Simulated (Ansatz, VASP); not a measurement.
## Two plane-wave programs on BiH

```
Bi H
1.0
     3.28490    0.00000    0.02059
     0.00000    4.21078    0.00000
    -0.04001    0.00000    6.48603
Bi H
2 2
Cartesian
  0.2016 0.0000 2.4333
  3.0332 4.2108 5.6943
  0.1355 2.1054 2.4329
  -0.1854 2.1054 5.6744
```

Alike in both runs: functional PBE; k mesh 12 × 10 × 6; occupations gaussian, width 0.1 eV; no spin polarisation.

Ansatz relaxed the structure, and its values are those at the end. VASP's run is a single point on that final structure, the one shown.

```csv
,VASP,Ansatz
version,VASP 6.6.1,Ansatz 0.2.0
potentials or method,"VASP PAW PBE potentials, release 64 (Bi_d, H), cutoff 520 eV","scalar-relativistic, plane waves, PAW"
valence electrons in the cell,32,32
```

```tsv
	VASP	Ansatz	Ansatz less VASP
gap on the k mesh at the Fermi level (eV)	none	none	-
pressure (GPa)	-0.1	0.0	+0.09
```

A gap of «none» marks a metal or a gap that the smearing closes. The functional is the same, so the differences come from potentials, cutoffs and numerics.

Neither program's run includes spin-orbit coupling.
